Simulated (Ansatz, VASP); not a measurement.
**Ga2O3: VASP beside Ansatz**

```xyz
10
Lattice="6.2219 -1.5421 0.0093 6.2219 1.5421 0.0093 -1.4035 0.0000 5.7110" Properties=species:S:1:pos:R:3 pbc="T T T"
Ga    0.0048    0.0000    4.5404
Ga   11.0356    0.0000    1.1891
Ga    7.7530    0.0000    1.8056
Ga    3.2874    0.0000    3.9239
O     1.8809    0.0000    0.6267
O     9.1595    0.0000    5.1028
O     1.3695    0.0000    3.2268
O     9.6709    0.0000    2.5027
O     5.8119    0.0000    1.4744
O     5.2285    0.0000    4.2551
```

Alike in both runs: functional PBE; k mesh 6 × 6 × 4; occupations gaussian, width 0.1 eV; no spin polarisation.

Ansatz relaxed the structure, and its values are those at the end. VASP's run is a single point on that final structure, the one shown.

|  | VASP | Ansatz |
| --- | --- | --- |
| version | VASP 6.6.1 | Ansatz 0.2.0 |
| potentials or method | VASP PAW PBE potentials, release 64 (Ga_d, O), cutoff 520 eV | scalar-relativistic, plane waves, PAW |
| valence electrons in the cell | 88 | 88 |

Ansatz gave:

- gap on the k mesh at the Fermi level (eV): 2.02
- least direct gap on the mesh (eV): 2.04
- pressure (GPa): 0.0
- rms of the force components (eV/Å): 0.006

Question: Which values does VASP return?

Answer: gap on the k mesh at the Fermi level (eV): 2.01; least direct gap on the mesh (eV): 2.02; pressure (GPa): 0.7; rms of the force components (eV/Å): 0.009.
